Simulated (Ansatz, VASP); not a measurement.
# Two plane-wave programs on Li3SI

```
CELL_PARAMETERS angstrom
4.63772 0.00000 0.00000
0.00000 4.63772 0.00000
0.00000 0.00000 4.63772
ATOMIC_POSITIONS crystal
I 0.00000 0.00000 0.00000
S 0.50000 0.50000 0.50000
Li 0.50000 0.50000 0.00000
Li 0.50000 0.00000 0.50000
Li 0.00000 0.50000 0.50000
```

Alike in both runs: task single point; functional r2SCAN; k mesh 4 × 4 × 4; no spin polarisation.

|  | VASP | Ansatz |
| --- | --- | --- |
| version | VASP 6.6.1 | Ansatz 0.2.0 |
| potentials or method | VASP PAW PBE potentials, release 64 (I, S, Li_sv) | plane waves, PAW |
| plane-wave cutoff (eV) | 520 | 500 |
| occupations | gaussian, width 0.01 eV | fixed |
| valence electrons in the cell | 22 | 32 |

Ansatz gave:

- gap on the k mesh at the Fermi level (eV): 4.07

**Question.** Which values does VASP return?

**Answer.** gap on the k mesh at the Fermi level (eV): 4.01.

VASP's potentials were made for PBE, not for r2SCAN. VASP's potentials hold 22 valence electrons a cell and Ansatz's 32, so a difference there can come from the potentials and not from the codes.

Neither program's run includes spin-orbit coupling. Noted on VASP's run: the cutoff is short for stress, so the pressure is rough.
